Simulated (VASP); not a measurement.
Wanted: the native input for a VASP 6.6.1 run.

* Task: single point
* Functional: RPBE
* Potentials or basis: VASP PAW PBE potentials, release 64 (As)
* Cutoff: 520 eV
* k mesh: 14 × 14 × 4
* Occupations: fermi-dirac, width 0.1 eV
* Spin: no spin polarisation
* Dipole correction: no
* Further INCAR settings: ALGO = Normal; EDIFF = 1e-06; NBANDS = 18

The structure of As lies in POSCAR:

```
As
1.0
    2.8693074721      0.0000000000      0.0000000000
   -1.4346537360      2.4848931621      0.0000000000
    0.0000000000      0.0000000000      9.7232769398
As
4
Direct
    0.0000000000      1.0000000000      0.0000000000
    0.0000000000      1.0000000000      0.5000000000
    0.3333333333      0.6666666667      0.2500000000
    0.6666666667      0.3333333333      0.7500000000
```

This cell differs from its parent crystal: volume scaled by 0.88.

These files were run (other wordings do the same):

INCAR

```
  PREC = Accurate
  ENCUT = 520
  EDIFF = 1E-6
  ISMEAR = -1
  SIGMA = 0.1
  LREAL = F
  LASPH = T
  NELM = 80
  ALGO = Normal
  ISIF = 2
  LWAVE = F
  LCHARG = T
  GGA = RP
  LELF = T
  LVHAR = T
  NBANDS = 18
```

KPOINTS

```
Automatic mesh
0
Gamma
  14 14 4
```

Potentials or basis: VASP PAW PBE potentials, release 64 (As).

Run with:

```sh
$ cat potpaw_PBE.64/As/POTCAR > POTCAR
$ mpirun -np 1 vasp_std > vasp.out
```

It gave:

```json
{"Pressure": "12.6 GPa", "Band gap on the k mesh": "zero (band 10 reaches 13.55 eV, above the bottom of band 11 at 4.80 eV)"}
```

Caveat: the PAW data sets were made with another functional, which shifts forces and pressure a little.

Run time: 52 s on 1 thread of Intel(R) Xeon(R) Platinum 8259CL CPU @ 2.50GHz (Skylake/Cascade Lake), on a shared host, peak memory 0.23 GiB.
